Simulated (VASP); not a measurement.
Runs of VASP 6.6.1 on Ag. The structure is that of space group Fd-3m (No. 227), or close to it. The cells are those of the table. 

| task | cell | k mesh for the DOS | occupations for the DOS | gap on the mesh (eV) | pressure (GPa) |
| --- | --- | --- | --- | --- | --- |
| single point | a = 3.240 Å, angles 60.0°, 2 atoms | - | - | none | 314.2 |
| single point | a = 3.708 Å, angles 60.0°, 2 atoms | - | - | none | (b) |
| single point | a = 4.245 Å, angles 60.0°, 2 atoms | - | - | none | 4.2 |
| single point | a = 4.082 Å, angles 60.0°, 2 atoms | - | - | none | (a) |
| single point | a = 3.490 Å, angles 60.0°, 2 atoms | - | - | none | 138.5 |

Alike in all rows: level PBE; potentials or basis VASP PAW PBE potentials, release 64 (Ag); no spin polarisation; k mesh 12 × 12 × 12; cutoff (eV) 520; smearing fermi-dirac 0.1 eV.

Task: Fill in the values left out.

Result: (a) 12.5; (b) 63.1.

A k mesh can miss the band edges, and the runs leave out spin-orbit coupling on Ag.

A gap of «none» marks levels without a gap at the run's occupations.
